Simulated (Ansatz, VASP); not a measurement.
## I in VASP and in Ansatz

Contents of INCAR:

```
SYSTEM = I
ALGO     = Normal         ! electronic algorithm
EDIFF    = 1E-6           ! SCF threshold, eV
EDIFFG   = -0.01          ! ionic threshold
ENCUT    = 600            ! plane-wave cutoff, eV
GGA      = RP             ! functional
IBRION   = 2              ! ionic algorithm
ISIF     = 3              ! what is computed and relaxed
ISMEAR   = -1             ! smearing method
LASPH    = .TRUE.         ! aspherical terms in the spheres
LCHARG   = .FALSE.        ! write CHGCAR
LREAL    = .FALSE.        ! projectors in reciprocal space
LWAVE    = .FALSE.        ! write WAVECAR
NELM     = 100            ! most SCF steps
NSW      = 80             ! ionic steps
PREC     = Accurate       ! precision mode
SIGMA    = 0.05           ! smearing width, eV
```

KPOINTS

```
k-points
0
G
  5 5 2
  0 0 0
```

The input POSCAR:

```
I
1.0
    3.5794500000     -2.3457500000      0.0000000000
    3.5794500000      2.3457500000      0.0000000000
    0.0000000000      0.0000000000      9.8014000000
I
4
Direct
    0.8460000000      0.1540000000      0.1174200000
    0.6540000000      0.3460000000      0.6174200000
    0.1540000000      0.8460000000      0.8825800000
    0.3460000000      0.6540000000      0.3825800000
```

Input for Ansatz:

```yaml
crystal:
  lattice:
    - [3.57945, -2.34575, 0.0]
    - [3.57945, 2.34575, 0.0]
    - [0.0, 0.0, 9.8014]
  atoms:
    - { symbol: I, position: [0.846, 0.154, 0.11742] }
    - { symbol: I, position: [0.654, 0.346, 0.61742] }
    - { symbol: I, position: [0.154, 0.846, 0.88258] }
    - { symbol: I, position: [0.346, 0.654, 0.38258] }
hamiltonian:
  xc: rpbe
  pseudopotentials:
    kind: paw
    azcp:
      I: "pseudopotentials/I.paw.azcp"
basis:
  ecutwfc: 420
  fft_grid_basis: typed
kpoints:
  mp_grid: { grid: [5, 5, 2], shift: [0, 0, 0] }
magnetization:
  spin_polarized: false
scf:
  occupations: { method: fermi_dirac, width: 0.05 }
relax:
  max_steps: 60
  f_tol: 0.01
  cell: {}
```

Alike in both runs: task relaxation of cell and atoms; functional RPBE; k mesh 5 × 5 × 2; occupations fermi-dirac, width 0.05 eV; no spin polarisation.

|  | VASP | Ansatz |
| --- | --- | --- |
| version | VASP 6.6.1 | Ansatz 0.2.0 |
| potentials or method | VASP PAW PBE potentials, release 64 (I), cutoff 600 eV | plane waves (420 eV) with PAW, scalar-relativistic |
| valence electrons in the cell | 28 | 68 |

```csv
,VASP,Ansatz,Ansatz less VASP
relaxed volume (Å³/atom),68.14,66.73,-1.406
relaxed cell length with the largest relative difference (Å),5.985,5.875,-0.1094
```

VASP's potentials were made for PBE, not for RPBE. VASP's potentials hold 28 valence electrons a cell and Ansatz's 68, so a difference there can come from the potentials and not from the codes.

Spin-orbit coupling is off throughout. Noted on VASP's run: the volume moved by over 15 % at a fixed basis, so the end points are rough.
